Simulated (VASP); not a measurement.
# Os (P6_3/mmc) in VASP: further runs

Runs on Os. Level: PBE. Tasks: single point.

All numbers are computed with VASP 6.6.1; they aren't measurements. Logs are shortened: lines on timing, memory, paths and dates and some standing lists are left out, and cuts for length are marked.

**1. The cell of the first run**

Symmetry: P6_3/mmc, No. 194, hexagonal system. The conventional cell has a = 2.756 Å, b = 2.756 Å, c = 4.343 Å, α = 90.00°, β = 90.00°, γ = 120.00°. Os (site symmetry -6m2) has 12 Os at 2.69 to 2.76 Å within 3.5 Å.

**2. Single point, PBE**

INCAR

```
PREC = Accurate
ENCUT = 520
EDIFF = 1E-7
ISMEAR = 1
SIGMA = 0.3
LREAL = False
LASPH = True
NELM = 80
ALGO = Normal
ISIF = 2
LWAVE = False
LCHARG = True
GGA = PE
LELF = True
LVHAR = True
NBANDS = 15
```

KPOINTS

```
regular mesh
0
Gamma
  13 13 7
```

POSCAR

```
Os
1.0
    2.7559294133      0.0000000000      0.0000000000
   -1.3779647066      2.3867048830      0.0000000000
    0.0000000000      0.0000000000      4.3426533301
Os
2
Direct
    0.3333333333      0.6666666667      0.2500000000
    0.6666666667      0.3333333333      0.7500000000
```

Potentials or basis: VASP PAW PBE potentials, release 64 (Os).

Command:

```sh
> cat potpaw_PBE.64/Os/POTCAR > POTCAR
> mpirun -np 1 vasp_std > vasp.out
```

OUTCAR:

```text
PREC = Accurate
   ENCUT = 520
   EDIFF = 1E-7
   ISMEAR = 1
   LREAL = False
   LASPH = True
   NELM = 80
   ISIF = 2
   GGA = PE

 ion  position               nearest neighbor table
   1  0.333  0.667  0.250-   2 2.69   2 2.69   2 2.69   2 2.69   2 2.69   2 2.69
   2  0.667  0.333  0.750-   1 2.69   1 2.69   1 2.69   1 2.69   1 2.69   1 2.69

  LATTYP: Found a hexagonal cell.
 ALAT       =     2.7559294133
 C/A-ratio  =     1.5757491136

  Lattice vectors:

 A1 = (   2.7559294133,   0.0000000000,   0.0000000000)
 A2 = (  -1.3779647066,   2.3867048830,   0.0000000000)
 A3 = (   0.0000000000,   0.0000000000,   4.3426533301)

Analysis of symmetry for initial positions (statically):
=====================================================================
 Subroutine PRICEL returns:
 Original cell was already a primitive cell.

 Routine SETGRP: Setting up the symmetry group for a
 hexagonal supercell.

 Subroutine GETGRP returns: Found 24 space group operations
 (whereof 12 operations were pure point group operations)
 out of a pool of 24 trial point group operations.

The static configuration has the point symmetry D_3d.
 The point group associated with its full space group is D_6h.

Analysis of symmetry for dynamics (positions and initial velocities):
=====================================================================
 Subroutine PRICEL returns:
 Original cell was already a primitive cell.

 Routine SETGRP: Setting up the symmetry group for a
 hexagonal supercell.

 Subroutine GETGRP returns: Found 24 space group operations
 (whereof 12 operations were pure point group operations)
 out of a pool of 24 trial point group operations.

The dynamic configuration has the point symmetry D_3d.
 The point group associated with its full space group is D_6h.

 Subroutine INISYM returns: Found 24 space group operations
 (whereof 12 operations are pure point group operations),
 and found     1 'primitive' translations

----------------------------------------------------------------------------------------

                                     Primitive cell

  volume of cell :      28.5642

  direct lattice vectors                    reciprocal lattice vectors
     2.755929413  0.000000000  0.000000000     0.362853996  0.209493852  0.000000000
    -1.377964707  2.386704883  0.000000000     0.000000000  0.418987704  0.000000000
     0.000000000  0.000000000  4.342653330     0.000000000  0.000000000  0.230273965

  length of vectors
[... 91 lines left out ...]
   TEBEG  =    0.0;   TEEND  =   0.0 temperature during run
   PSTRESS=    0.0 pullay stress
   NELECT =      16.0000    total number of electrons
   NUPDOWN=      -1.0000    fix difference up-down
   EMIN   =  10.00;   EMAX   =-10.00  energy-range for DOS
   EFERMI =   0.00;   METHOD = LEGACY
   ISMEAR =     1;   SIGMA  =   0.30  broadening in eV -4-tet -1-fermi 0-gaus
   EFERMI_NEDOS =   21; number of points for ismear=-14 and -15
   IALGO  =     38    algorithm
   IMIX   =      4    mixing-type and parameters
     AMIX     =   0.40;   BMIX     =  1.00
     AMIX_MAG =   1.60;   BMIX_MAG =  1.00
  volume/ion in A,a.u.               =      14.28        96.38
  Fermi-wavevector in a.u.,A,eV,Ry     =   1.349504  2.550193 24.778399  1.821161
  Thomas-Fermi vector in A             =   2.477085
   LORBIT       =      0    0 simple, 1 ext, 2 COOP (PROOUT), +10 PAW based schemes
   GGA     = PE    functional components
   LHFCALC =     F    Hartree Fock is set to
   AEXX    =    0.0000 exact exchange contribution
   IVDW    =     0    specifies the selected vdW correction
   LEPSILON=     F    determine dielectric tensor
   LRPA    =     F    only Hartree local field effects (RPA)
 non-spin polarized calculation
 Methfessel and Paxton  Order N= 1 SIGMA  =   0.30
  energy-cutoff  :      520.00
  volume of cell :       28.56
 maximum number of plane-waves:       782
   NGX = 11   NGY = 11   NGZ = 17

 number of electron      15.9999999 magnetization

 Free energy of the ion-electron system (eV)
  ---------------------------------------------------
  ext. energy  EPLUGINS =         0.00000000
  ---------------------------------------------------
  free energy    TOTEN  =       -22.49812097 eV

  energy without entropy =      -22.50125054  energy(sigma->0) =      -22.49916416

 E-fermi :   9.2410     XC(G=0): -13.9378

 val. band max:        9.2125208397   @ k =   0.3077   0.3077   0.2857
 cond. band min:       9.3123818599   @ k =   0.3846   0.2308   0.2857
 fundamental gap:      0.0998610203
 Fermi energy:         9.2409550604

 k-point     1 :       0.0000    0.0000    0.0000
  band No.  band energies     occupation
      1      -1.6002      2.00000
      2       1.5606      2.00000
      3       6.1893      2.00000
      4       6.1893      2.00000
      5       6.4680      2.00000
      6       7.0095      2.00000
      7       7.0095      2.00000
      8       7.6158      2.00000
      9       7.6158      2.00000
     10       9.2112      1.16700
     11      10.7902     -0.00000
     12      10.7902     -0.00000
     13      18.0163      0.00000
     14      23.1814      0.00000
[... 401 lines left out ...]
      2       2.3535      2.00000
      3       5.2268      2.00000
      4       5.7130      2.00000
      5       6.3670      2.00000
      6       6.5986      2.00000
      7       7.2883      2.00000
      8       7.4574      2.00000
      9       7.8197      2.00000
     10       8.1254      2.00000
     11      11.1053     -0.00000
     12      13.1767     -0.00000
     13      19.1410      0.00000
     14      24.3498      0.00000
     15      26.3921      0.00000

 [... further k-points ...]

------------------------ aborting loop because EDIFF is reached ----------------------------------------

  FORCE on cell =-STRESS in cart. coord.  units (eV):
  Direction    XX          YY          ZZ          XY          YZ          ZX
  --------------------------------------------------------------------------------------
  -------------------------------------------------------------------------------------
  Total       -0.0497726     -0.0497726     -0.1133892     -0.0000000     -0.0000000      0.0000000
  in kB       -2.7917662     -2.7917662     -6.3600442     -0.0000000     -0.0000000      0.0000000
  external PRESSURE =      -3.9811922 kB  Pullay stress =       0.0000000 kB

 VOLUME and BASIS-vectors are now :
 -----------------------------------------------------------------------------
  energy-cutoff  :      520.00
  volume of cell :       28.56
      direct lattice vectors                 reciprocal lattice vectors
     2.755929413  0.000000000  0.000000000     0.362853996  0.209493852  0.000000000
    -1.377964707  2.386704883  0.000000000     0.000000000  0.418987704  0.000000000
     0.000000000  0.000000000  4.342653330     0.000000000  0.000000000  0.230273965

 POSITION                                       TOTAL-FORCE (eV/Angst)
 -----------------------------------------------------------------------------------
     -0.00000      1.59114      1.08566        -0.000000      0.000000      0.000000
      1.37796      0.79557      3.25699         0.000000     -0.000000      0.000000
 -----------------------------------------------------------------------------------
    total drift:                               -0.000000      0.000000     -0.000000

  FREE ENERGIE OF THE ION-ELECTRON SYSTEM (eV)
  ---------------------------------------------------
  free  energy   TOTEN  =       -22.4981209692 eV

  energy  without entropy=      -22.5012505368  energy(sigma->0) =      -22.49916416
```

Wall time 63 s (1 thread of Intel Xeon 8259CL, shared host); peak memory 0.15 GiB.

What came out:

```yaml
Free_energy: -22.4981 eV
Pressure: -0.4 GPa
Band_gap_on_the_k_mesh: zero (bands 8 and 9 overlap by 3.69 eV)
```

Caveat: so wide a smearing shifts energies and pressures; spin-orbit coupling is left out, which moves the levels of the heavy elements.

**3. Single point, PBE**

INCAR

```
PREC     = Accurate       # precision mode
ENCUT    = 520            # plane-wave cutoff, eV
EDIFF    = 1E-6           # SCF threshold, eV
ISMEAR   = 1              # smearing method
SIGMA    = 0.6            # smearing width, eV
LREAL    = False          # projectors in reciprocal space
LASPH    = True           # aspherical terms in the spheres
NELM     = 60             # most SCF steps
ALGO     = Normal         # electronic algorithm
ISIF     = 2              # what is computed and relaxed
LWAVE    = False          # write WAVECAR
LCHARG   = True           # write CHGCAR
GGA      = PE             # functional
LELF     = True           # ELF
LVHAR    = True         
NBANDS   = 15             # bands
```

KPOINTS is that of step 2.

POSCAR is that of step 2.

Potentials or basis: VASP PAW PBE potentials, release 64 (Os).

Command:

```sh
> cat potpaw_PBE.64/Os/POTCAR > POTCAR
> mpirun -np 1 vasp_std > vasp.out
```

Wall time 52 s (1 thread of Intel Xeon 8259CL, shared host); peak memory 0.15 GiB.

It converged, with:

| Property | Result |
| --- | --- |
| Free energy | -22.4955 eV |
| Pressure | -0.4 GPa |
| Band gap on the k mesh | zero (bands 8 and 9 overlap by 3.69 eV) |

Levels at points of the mesh, in eV from the Fermi level:
```tsv
k point	band 6	band 7	band 8	band 9	band 10	band 11
(0.00, 0.00, 0.00)	-2.19	-2.19	-1.58	-1.58	0.01	1.59
```

Caveat: so wide a smearing shifts energies and pressures; spin-orbit coupling is left out, which moves the levels of the heavy elements.
